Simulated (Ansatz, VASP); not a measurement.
**One calculation of HfC, two programs**

Contents of INCAR:

```
SYSTEM = HfC
  ALGO = Normal
  EDIFF = 1E-7
  ENCUT = 520
  GGA = PS
  ISIF = 2
  ISMEAR = -1
  LASPH = .True.
  LCHARG = .False.
  LREAL = .False.
  LWAVE = .False.
  NBANDS = 14
  NELM = 80
  PREC = Accurate
  SIGMA = 0.05
```

The input KPOINTS:

```
k-points
0
Gamma
  15 15 15
  0 0 0
```

POSCAR

```
HfC
1.0
   -0.0232500000      2.3133750000      2.3133750000
    2.3133750000     -0.0232500000      2.3133750000
    2.3133750000      2.3133750000     -0.0232500000
Hf C
1 1
Direct
    0.5000000000      0.5000000000      0.5000000000
    0.0000000000      0.0000000000      0.0000000000
```

Input for Ansatz:

```yaml
crystal:
  lattice:
    - [-0.02325, 2.313375, 2.313375]
    - [2.313375, -0.02325, 2.313375]
    - [2.313375, 2.313375, -0.02325]
  atoms:
    - { symbol: Hf, position: [0.5, 0.5, 0.5] }
    - { symbol: C, position: [0.0, 0.0, 0.0] }
kpoints:
  mp_grid: { grid: [15, 15, 15] }
  band_path:
    path:
      - [0.0, 0.0, 0.0]
      - [0.5, 0.5, 0.5]
      - [0.2525443832, 0.5, 0.7474556168]
      - [-0.2525443832, 0.2525443832, 0.5]
      - [0.0, 0.0, 0.5]
      - [0.0, 0.0, 0.0]
      - [-0.3762721916, 0.0, 0.3762721916]
      - [0.0, 0.3762721916, 0.6237278084]
      - [0.0, 0.5, 0.5]
    npoints: 5
scf:
  occupations: { method: fermi_dirac, width: 0.05 }
hamiltonian:
  xc: pbesol
  pseudopotentials: { kind: all_electron, lapw: { basis_error: 0.001 } }
output:
  forces: true
  stress: true
  eigenvalues: true
```

Change from the starting cell: equal xy, yz and zx shear strains of -1 %.

Alike in both runs: task single point; functional PBEsol; k mesh 15 × 15 × 15; occupations fermi-dirac, width 0.05 eV; no spin polarisation.

|  | VASP | Ansatz |
| --- | --- | --- |
| version | VASP 6.6.1 | Ansatz 0.2.0 |
| potentials or method | VASP PAW PBE potentials, release 64 (Hf_pv, C), cutoff 520 eV | all-electron LAPW, scalar-relativistic |

```csv
,VASP,Ansatz,Ansatz less VASP
pressure (GPa),-7.0,-6.5,+0.48
"traceless stress, the component that is largest in VASP (GPa)",1.62,1.62,-0.002
```

VASP's potentials were made for PBE, not for PBEsol. Ansatz ran all-electron here, and VASP with PAW potentials.

Spin-orbit coupling is off throughout.
